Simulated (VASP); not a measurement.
Wanted: the native input for a VASP 6.6.1 run.

* Task: electric field gradients
* Functional: LDA
* Potentials or basis: VASP PAW LDA potentials, release 64 (Sc_sv)
* Cutoff: 520 eV
* k mesh: 8 × 8 × 8
* Occupations: fermi-dirac, width 0.05 eV
* Spin: no spin polarisation
* Dipole correction: no
* Further INCAR settings: ALGO = Normal; EDIFF = 1e-08; NBANDS = 18

The structure of Sc lies in POSCAR:

```
Sc
1.0
    0.0000000000      3.1385914680      3.1385914680
    3.1385914680      0.0000000000      3.1385914680
    3.1385914680      3.1385914680      0.0000000000
Sc
2
Direct
   -0.2825000000     -0.0725000000     -0.0725000000
    0.2825000000      0.0725000000      0.0725000000
```

This cell differs from its parent crystal: shortest bond scaled by 0.58.

These files were run (other wordings do the same):

INCAR

```
SYSTEM = Sc
  PREC = Accurate
  ENCUT = 520
  EDIFF = 1E-8
  ISMEAR = -1
  SIGMA = 0.05
  LREAL = .False.
  LASPH = .True.
  NELM = 80
  ALGO = Normal
  ISIF = 2
  LWAVE = .False.
  LCHARG = .False.
  LEFG = .True.
  NBANDS = 18
```

KPOINTS

```
regular mesh
0
Gamma
  8 8 8
  0 0 0
```

Potentials or basis: VASP PAW LDA potentials, release 64 (Sc_sv).

Launch:

```bash
$ cat potpaw_LDA.64/Sc_sv/POTCAR > POTCAR
$ mpirun -np 1 vasp_std > vasp.out
```

Results of the run:

The pressure is 43.1 GPa, the largest force is 37.585 eV/Å and the band gap on the k mesh is zero (band 11 reaches 1.71 eV, above the bottom of band 12 at 1.01 eV).

Caveat: the cell differs from its parent crystal (shortest bond scaled by 0.58); without QUAD_EFG the Cq values of the log hold for a quadrupole moment of 1 mb, not for the nuclei; forces of over 1 eV/Å act on the atoms, so gaps and moduli don't describe the material at rest.

It took 2.2 min on 1 thread of Intel Xeon 8259CL, on a shared host, peak memory 0.2 GiB.
